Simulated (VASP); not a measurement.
# Ti16BCl3 in VASP: single point with PBE+D3(BJ)

Aim: the single point of Ti16BCl3 with PBE+D3(BJ).

All numbers are computed with VASP 6.6.1; they aren't measurements. Logs are shortened: lines on timing, memory, paths and dates and some standing lists are left out, and cuts for length are marked.

## (1) The cell of the first run

The cell holds a slab with vacuum, 20 atoms: a = 5.773 Å, b = 5.773 Å, c = 27.486 Å, α = 90.00°, β = 90.00°, γ = 120.00°.

## (2) Single point, PBE+D3(BJ)

Contents of INCAR:

```
ALGO = Normal
DIPOL = 0.5 0.5 0.458
EDIFF = 1E-6
ENCUT = 520
GGA = PE
IDIPOL = 3
ISIF = 2
ISMEAR = 0
IVDW = 12
LASPH = True
LCHARG = False
LDIPOL = True
LREAL = Auto
LWAVE = False
NBANDS = 124
NELM = 60
PREC = Accurate
SIGMA = 0.1
```

Contents of KPOINTS:

```
k-points
0
Gamma
  4 4 1
```

Contents of POSCAR:

```
Ti16BCl3
1.0
    5.7729299510      0.0000000000      0.0000000000
   -2.8864649755      4.9995039918      0.0000000000
    0.0000000000      0.0000000000     27.4861234730
Ti B Cl
16 1 3
Direct
    0.3333333333      0.1666666667      0.2910559580
    0.3333333333      0.6666666667      0.2910559580
    0.8333333333      0.1666666667      0.2910559580
    0.8333333333      0.6666666667      0.2910559580
    0.1666666667      0.3333333333      0.3742630774
    0.1666666667      0.8333333333      0.3742630774
    0.6666666667      0.3333333333      0.3742630774
    0.6666666667      0.8333333333      0.3742630774
    0.3446536526      0.1909688582      0.4577542377
    0.3448721981      0.6550916385      0.4577513075
    0.8325716677      0.1674527377      0.4668434536
    0.8090260784      0.6553212157      0.4577547633
    0.1605707504      0.3315504128      0.5497633575
    0.1666245198      0.8332629757      0.5225576539
    0.6688785155      0.3312292580      0.5497017683
    0.6685346484      0.8394620656      0.5497662558
    0.1661320301     -0.1661454431      0.5958747656
    0.4994235811      0.5005818523      0.6146763486
   -0.1672404435      0.1672587783      0.6162918088
    0.1660325403     -0.1658666822      0.6591295260
```

Potentials or basis: VASP PAW PBE potentials, release 64 (Ti_sv, B, Cl).

On the command line:

```console
> cat potpaw_PBE.64/Ti_sv/POTCAR potpaw_PBE.64/B/POTCAR potpaw_PBE.64/Cl/POTCAR > POTCAR
> mpirun -np 1 vasp_std > vasp.out
```

OUTCAR:

```text
EDIFF = 1E-6
   ENCUT = 520
   GGA = PE
   ISIF = 2
   ISMEAR = 0
   IVDW = 12
   LASPH = True
   LREAL = Auto
   NELM = 60
   PREC = Accurate
 IVDW          = 12

 ion  position               nearest neighbor table
   1  0.333  0.167  0.291-   5 2.83   6 2.83   7 2.83   4 2.89   2 2.89   2 2.89   4 2.89   3 2.89
                             3 2.89
   2  0.333  0.667  0.291-   6 2.83   5 2.83   8 2.83   3 2.89   1 2.89   1 2.89   3 2.89   4 2.89
                             4 2.89
   3  0.833  0.167  0.291-   7 2.83   8 2.83   5 2.83   4 2.89   2 2.89   4 2.89   2 2.89   1 2.89
                             1 2.89
   4  0.833  0.667  0.291-   8 2.83   7 2.83   6 2.83   3 2.89   1 2.89   3 2.89   1 2.89   2 2.89
                             2 2.89
   5  0.167  0.333  0.374-   9 2.80  10 2.80   1 2.83   2 2.83   3 2.83   6 2.89   8 2.89   6 2.89
                             8 2.89   7 2.89   7 2.89
   6  0.167  0.833  0.374-   2 2.83   1 2.83   4 2.83   5 2.89   7 2.89   5 2.89   7 2.89   8 2.89
                             8 2.89  10 2.91   9 2.91  12 2.91
   7  0.667  0.333  0.374-  12 2.81   9 2.81   3 2.83   4 2.83   1 2.83   6 2.89   8 2.89   8 2.89
                             6 2.89   5 2.89   5 2.89
   8  0.667  0.833  0.374-  12 2.80  10 2.80   4 2.83   3 2.83   2 2.83   5 2.89   7 2.89   7 2.89
                             5 2.89   6 2.89   6 2.89
   9  0.345  0.191  0.458-  14 2.52  10 2.68  12 2.68   5 2.80   7 2.81  11 2.90  11 2.90   6 2.91

  10  0.345  0.655  0.458-  14 2.52   9 2.68  12 2.68   5 2.80   8 2.80  11 2.90  11 2.90   6 2.91

  11  0.833  0.167  0.467-  15 2.80  13 2.81  16 2.81  12 2.90   9 2.90  10 2.90  10 2.90   9 2.90
                            12 2.90
  12  0.809  0.655  0.458-  14 2.52  10 2.68   9 2.68   8 2.80   7 2.81  11 2.90  11 2.90   6 2.91

  13  0.161  0.332  0.550-  19 2.46  18 2.46  11 2.81  15 2.84  16 2.84
  14  0.167  0.833  0.523-  17 2.02  10 2.52  12 2.52   9 2.52
  15  0.669  0.331  0.550-  19 2.46  18 2.46  11 2.80  13 2.84  16 2.84
  16  0.669  0.839  0.550-  19 2.46  18 2.46  11 2.81  15 2.84  13 2.84
  17  0.166  0.834  0.596-  20 1.74  14 2.02
  18  0.499  0.501  0.615-  13 2.46  16 2.46  15 2.46
  19  0.833  0.167  0.616-  16 2.46  13 2.46  15 2.46
  20  0.166  0.834  0.659-  17 1.74

  LATTYP: Found a hexagonal cell.
 ALAT       =     5.7729299510
 C/A-ratio  =     4.7612085555

  Lattice vectors:

 A1 = (   5.7729299510,   0.0000000000,   0.0000000000)
 A2 = (  -2.8864649755,   4.9995039918,   0.0000000000)
 A3 = (   0.0000000000,   0.0000000000,  27.4861234730)

Analysis of symmetry for initial positions (statically):
=====================================================================
 Subroutine PRICEL returns:
 Original cell was already a primitive cell.

 Routine SETGRP: Setting up the symmetry group for a
 hexagonal supercell.

 Subroutine GETGRP returns: Found  1 space group operations
 (whereof  1 operations were pure point group operations)
 out of a pool of 24 trial point group operations.

The static configuration has the point symmetry C_1 .

Analysis of symmetry for dynamics (positions and initial velocities):
=====================================================================
 Subroutine PRICEL returns:
 Original cell was already a primitive cell.

 Routine SETGRP: Setting up the symmetry group for a
 hexagonal supercell.

 Subroutine GETGRP returns: Found  1 space group operations
 (whereof  1 operations were pure point group operations)
 out of a pool of 24 trial point group operations.

The dynamic configuration has the point symmetry C_1 .

 Subroutine INISYM returns: Found  1 space group operations
 (whereof  1 operations are pure point group operations),
 and found     1 'primitive' translations

----------------------------------------------------------------------------------------

                                     Primitive cell

  volume of cell :     793.2986

  direct lattice vectors                    reciprocal lattice vectors
     5.772929951  0.000000000  0.000000000     0.173222265  0.100009921  0.000000000
    -2.886464976  4.999503992  0.000000000     0.000000000  0.200019842  0.000000000
     0.000000000  0.000000000 27.486123473     0.000000000  0.000000000  0.036381995

  length of vectors
     5.772929951  5.772929951 27.486123473     0.200019842  0.200019842  0.036381995

  position of ions in fractional coordinates (direct lattice)
     0.333333333  0.166666667  0.291055958
     0.333333333  0.666666667  0.291055958
     0.833333333  0.166666667  0.291055958
     0.833333333  0.666666667  0.291055958
     0.166666667  0.333333333  0.374263077
     0.166666667  0.833333333  0.374263077
[... 12 lines left out ...]
     0.832759557  0.167258778  0.616291809
     0.166032540  0.834133318  0.659129526

  ion indices of the primitive-cell ions
   primitive index   ion index
                 1           1
                 2           2
                 3           3
                 4           4
                 5           5
                 6           6
[... 12 lines left out ...]
                19          19
                20          20

----------------------------------------------------------------------------------------

 KPOINTS: k-points

Automatic generation of k-mesh.
 Grid dimensions read from file:
 generate k-points for:    4    4    1

 Generating k-lattice:

  Cartesian coordinates                     Fractional coordinates (reciprocal lattice)
     0.043305566  0.025002480  0.000000000     0.250000000  0.000000000  0.000000000
     0.000000000  0.050004961  0.000000000     0.000000000  0.250000000  0.000000000
     0.000000000  0.000000000  0.036381995     0.000000000  0.000000000  1.000000000

  Length of vectors
     0.050004961  0.050004961  0.036381995

  Shift w.r.t. Gamma in fractional coordinates (k-lattice)
     0.000000000  0.000000000  0.000000000

 Subroutine IBZKPT returns following result:
 ===========================================

 Found     10 irreducible k-points:

 Following reciprocal coordinates:
            Coordinates               Weight
  0.000000  0.000000  0.000000      1.000000
  0.250000  0.000000  0.000000      2.000000
  0.000000  0.250000  0.000000      2.000000
 -0.250000  0.250000  0.000000      2.000000
  0.500000  0.000000  0.000000      1.000000
  0.000000  0.500000  0.000000      1.000000
  0.500000  0.500000  0.000000      1.000000
  0.250000  0.250000  0.000000      2.000000
 -0.250000  0.500000  0.000000      2.000000
  0.500000  0.250000  0.000000      2.000000
   k-points           NKPTS =     10   k-points in BZ     NKDIM =     10   number of bands    NBANDS=    124
   number of dos      NEDOS =    301   number of ions     NIONS =     20
   total plane-waves  NPLWV = 483840
   dimension x,y,z NGX =    48 NGY =   48 NGZ =  210
   dimension x,y,z NGXF=    96 NGYF=   96 NGZF=  420
   ions per type =              16   1   3
   NGX,Y,Z   is equivalent  to a cutoff of  13.82, 13.82, 12.70 a.u.
   NGXF,Y,Z  is equivalent  to a cutoff of  27.65, 27.65, 25.40 a.u.
 SYSTEM =  unknown system
   PREC   = accura    normal or accurate (medium, high low for compatibility)
   ISTART =      0    job   : 0-new  1-cont  2-samecut
   ICHARG =      2    charge: 1-file 2-atom 10-const
   ISPIN  =      1    spin polarized calculation?
   LNONCOLLINEAR =      F non collinear calculations
   LSORBIT =      F    spin-orbit coupling
   LASPH  =      T    aspherical Exc in radial PAW
   ENCUT  =  520.0 eV  38.22 Ry    6.18 a.u.  10.73 10.73 51.11*2*pi/ulx,y,z
   NELM   =     60;   NELMIN=  2; NELMDL= -5     # of ELM steps
   EDIFF  = 0.1E-05   stopping-criterion for ELM
   LREAL  =      T    real-space projection
   EDIFFG = 0.1E-04   stopping-criterion for IOM
   NSW    =      0    number of steps for IOM
   IBRION =     -1    ionic relax: 0-MD 1-quasi-New 2-CG
   NFREE  =      0    steps in history (QN), initial steepest desc. (CG)
   ISIF   =      2    stress and relaxation
   ISYM   =      2    0-nonsym 1-usesym 2-fastsym
   POTIM  = 0.5000    time-step for ionic-motion
   TEBEG  =    0.0;   TEEND  =   0.0 temperature during run
   PSTRESS=    0.0 pullay stress
   NELECT =     216.0000    total number of electrons
   NUPDOWN=      -1.0000    fix difference up-down
   EMIN   =  10.00;   EMAX   =-10.00  energy-range for DOS
   EFERMI =   0.00;   METHOD = LEGACY
   ISMEAR =     0;   SIGMA  =   0.10  broadening in eV -4-tet -1-fermi 0-gaus
   EFERMI_NEDOS =   21; number of points for ismear=-14 and -15
   IALGO  =     38    algorithm
   IMIX   =      4    mixing-type and parameters
     AMIX     =   0.40;   BMIX     =  1.00
     AMIX_MAG =   1.60;   BMIX_MAG =  1.00
  volume/ion in A,a.u.               =      39.66       267.67
  Fermi-wavevector in a.u.,A,eV,Ry     =   1.061078  2.005146 15.318607  1.125886
  Thomas-Fermi vector in A             =   2.196481
   LORBIT       =      0    0 simple, 1 ext, 2 COOP (PROOUT), +10 PAW based schemes
   GGA     = PE    functional components
   LHFCALC =     F    Hartree Fock is set to
   AEXX    =    0.0000 exact exchange contribution
   IVDW    =    12    specifies the selected vdW correction
   LEPSILON=     F    determine dielectric tensor
   LRPA    =     F    only Hartree local field effects (RPA)
 non-spin polarized calculation
 Gauss-broadening in eV      SIGMA  =   0.10
  energy-cutoff  :      520.00
  volume of cell :      793.30
 maximum number of plane-waves:     21427
 NGX is ok and might be reduce to    48
   NGX = 21   NGY = 21   NGZ =103

 dipolmoment           0.000000      0.000000     -0.005845 electrons x Angstroem

 number of electron     215.9999986 magnetization

 dipolmoment           0.000000      0.000000      0.044905 electrons x Angstroem

 Free energy of the ion-electron system (eV)
  ---------------------------------------------------
  ext. energy  EPLUGINS =         0.00000000
  ---------------------------------------------------
  free energy    TOTEN  =      -137.68569385 eV

  energy without entropy =     -137.56764233  energy(sigma->0) =     -137.62666809

 E-fermi :   0.6917     XC(G=0):  -5.4146

 val. band max:        0.6689179053   @ k =   0.0000   0.5000   0.0000
 cond. band min:       0.7052381332   @ k =   0.0000   0.2500   0.0000
 fundamental gap:      0.0363202279
 Fermi energy:         0.6917189145

 k-point     1 :       0.0000    0.0000    0.0000
  band No.  band energies     occupation
      1     -56.3789      2.00000
      2     -56.3099      2.00000
      3     -56.3072      2.00000
      4     -56.1738      2.00000
      5     -56.0810      2.00000
      6     -56.0810      2.00000
[... 112 lines left out ...]
    119       1.6581      0.00000
    120       1.6586      0.00000

 k-point     2 :       0.2500    0.0000    0.0000
  band No.  band energies     occupation
      1     -56.3702      2.00000
      2     -56.3179      2.00000
      3     -56.3079      2.00000
      4     -56.1601      2.00000
      5     -56.0932      2.00000
      6     -56.0810      2.00000
[... 980 lines left out ...]
      3     -56.3090      2.00000
      4     -56.1366      2.00000
      5     -56.1051      2.00000
      6     -56.0999      2.00000
[... 112 lines left out ...]
    119       1.2997      0.00000
    120       1.3734      0.00000
 [bands above 120 left out]

------------------------ aborting loop because EDIFF is reached ----------------------------------------

 vacuum level on the upper side and lower side of the slab       (xc-potential included)        -0.033        -0.302

 Edisp (eV)   -8.80755

 E8    (eV) :    -4.1915

  FORCE on cell =-STRESS in cart. coord.  units (eV):
  Direction    XX          YY          ZZ          XY          YZ          ZX
  --------------------------------------------------------------------------------------
  -------------------------------------------------------------------------------------
  Total      -4.34622    -4.38817    -5.04465    -0.03895    -0.02398     0.04251
  in kB      -8.77781    -8.86252   -10.18838    -0.07867    -0.04843     0.08585
  external pressure =       -9.28 kB  Pullay stress =        0.00 kB

 VOLUME and BASIS-vectors are now :
 -----------------------------------------------------------------------------
  energy-cutoff  :      520.00
  volume of cell :      793.30
      direct lattice vectors                 reciprocal lattice vectors
     5.772929951  0.000000000  0.000000000     0.173222265  0.100009921  0.000000000
    -2.886464976  4.999503992  0.000000000     0.000000000  0.200019842  0.000000000
     0.000000000  0.000000000 27.486123473     0.000000000  0.000000000  0.036381995

 POSITION                                       TOTAL-FORCE (eV/Angst)
 -----------------------------------------------------------------------------------
      1.44323      0.83325      8.00000        -0.001831     -0.096036      0.474431
     -0.00000      3.33300      8.00000        -0.083787      0.048510      0.475367
      4.32970      0.83325      8.00000         0.000420     -0.000382      0.478221
      2.88646      3.33300      8.00000         0.082211      0.049727      0.474481
      0.00000      1.66650     10.28704        -0.108551     -0.066561     -0.407300
     -1.44323      4.16625     10.28704        -0.001430      0.001077     -0.651484
[... 12 lines left out ...]
      4.32468      0.83621     16.93947        -0.001593      0.001208      0.018750
     -1.44920      4.17025     18.11692         0.000476     -0.001072     -0.059980
 -----------------------------------------------------------------------------------
    total drift:                               -0.007054      0.003598      0.002705

  FREE ENERGIE OF THE ION-ELECTRON SYSTEM (eV)
  ---------------------------------------------------
  free  energy   TOTEN  =      -146.4932450281 eV

  energy  without entropy=     -146.3751935001  energy(sigma->0) =     -146.43421926

 vacuum level on the upper side and lower side of the slab         5.370         5.098
```

Wall time 2.4 h (1 thread of Intel Xeon 8259CL, shared host); peak memory 1.3 GiB.

What came out:

```
Free energy                : -146.4932 eV
Largest force              : 0.651 eV/Å
Band gap on the k mesh     : zero (bands 108 and 109 overlap by 0.39 eV)
Dispersion energy per atom : -0.440 eV
```

Forces in eV/Å, atoms in the order of the input:
```
Ti  -0.002 -0.096  0.474
Ti  -0.084  0.049  0.475
Ti   0.000  0.000  0.478
Ti   0.082  0.050  0.474
Ti  -0.109 -0.067 -0.407
Ti  -0.001  0.001 -0.651
Ti   0.107 -0.062 -0.404
Ti   0.003  0.127 -0.407
Ti  -0.007 -0.001  0.001
Ti   0.007 -0.002 -0.009
Ti   0.009 -0.006  0.007
Ti  -0.004  0.007 -0.001
Ti  -0.008 -0.013 -0.030
Ti  -0.012  0.007  0.008
Ti   0.006 -0.006 -0.007
Ti   0.007  0.015 -0.029
B    0.001  0.000  0.056
Cl   0.005 -0.003  0.013
Cl  -0.002  0.001  0.019
Cl   0.000 -0.001 -0.060
```

The gap in the log of VASP goes by the Fermi energy; the results here count the filled bands.